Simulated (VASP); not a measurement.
A run of VASP 6.6.1:

INCAR

```
  PREC = Accurate
  ENCUT = 520
  EDIFF = 1E-7
  ISMEAR = 0
  SIGMA = 0.02
  LREAL = False
  LASPH = True
  NELM = 60
  ALGO = Normal
  ISIF = 2
  LWAVE = False
  LCHARG = False
  GGA = PS
  NBANDS = 28
```

KPOINTS

```
Automatic mesh
0
Gamma
  8 6 8
```

The input POSCAR:

```
SnO
1.0
    3.3108217843      0.0000000000      0.0000000000
    0.0000000000      5.6704523124      0.0000000000
    0.0000000000      0.0000000000      3.8058482653
Sn O
2 2
Direct
    0.0000000000      0.2366244352      0.5314144123
    0.5000000000      0.7633755648      0.0314144123
    0.0000000000      0.8820102861      0.7185865877
    0.5000000000      0.1179897139      0.2185865877
```

Potentials or basis: VASP PAW PBE potentials, release 64 (Sn_d, O).

Run with:

```bash
$ cat potpaw_PBE.64/Sn_d/POTCAR potpaw_PBE.64/O/POTCAR > POTCAR
$ mpirun -np 1 vasp_std > vasp.out
```

Hardware: 1 thread of Intel(R) Xeon(R) 6975P-C (Granite Rapids), with other jobs on the host.

**Question.** How long does it take, and how much memory?

**Answer.** Run time: 69 s on 1 thread of Intel(R) Xeon(R) 6975P-C (Granite Rapids), on a shared host, peak memory 0.29 GiB. Counts: scf iterations 15, k points 100.
